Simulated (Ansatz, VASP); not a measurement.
# SrO: VASP beside Ansatz

INCAR

```
SYSTEM = SrO
PREC = Accurate ; ENCUT = 520
EDIFF = 1E-6 ; ISMEAR = 0
SIGMA = 0.019000000000000003 ; LREAL = .FALSE.
LASPH = .TRUE. ; NELM = 60
ALGO = Normal ; ISIF = 2
LWAVE = .FALSE. ; LCHARG = .FALSE.
GGA = PE ; NBANDS = 15
```

Contents of KPOINTS:

```
Automatic mesh
0
G
  9 9 9
  0 0 0
```

POSCAR

```
SrO
1.0
    0.0000000000      2.5663000000      2.5663000000
    2.5663000000      0.0000000000      2.5663000000
    2.5663000000      2.5663000000      0.0000000000
Sr O
1 1
Direct
    0.5000000000      0.5000000000      0.5000000000
    0.0000000000      0.0000000000      0.0000000000
```

input.yaml

```yaml
crystal:
  lattice:
    - [0.0, 2.5663, 2.5663]
    - [2.5663, 0.0, 2.5663]
    - [2.5663, 2.5663, 0.0]
  atoms:
    - { symbol: Sr, position: [0.5, 0.5, 0.5] }
    - { symbol: O, position: [0.0, 0.0, 0.0] }
kpoints:
  mp_grid: { grid: [9, 9, 9] }
scf:
  occupations: { method: gaussian, width: 0.019 }
hamiltonian:
  xc: pbe
  pseudopotentials: { kind: all_electron, lapw: { basis_error: 0.001 } }
output:
  forces: true
  stress: true
  eigenvalues: true
```

Alike in both runs: task single point; functional PBE; k mesh 9 × 9 × 9; occupations gaussian, width 0.019 eV; no spin polarisation.

|  | VASP | Ansatz |
| --- | --- | --- |
| version | VASP 6.6.1 | Ansatz 0.2.0 |
| potentials or method | VASP PAW PBE potentials, release 64 (Sr_sv, O), cutoff 520 eV | all-electron LAPW, scalar-relativistic |

Ansatz gave:

- gap on the k mesh at the Fermi level (eV): 3.37
- least direct gap on the mesh (eV): 3.45
- pressure (GPa): 3.3

Question: Which values does VASP return?

Answer: gap on the k mesh at the Fermi level (eV): 3.32; least direct gap on the mesh (eV): 3.41; pressure (GPa): 3.9.

Ansatz ran all-electron here, and VASP with PAW potentials.
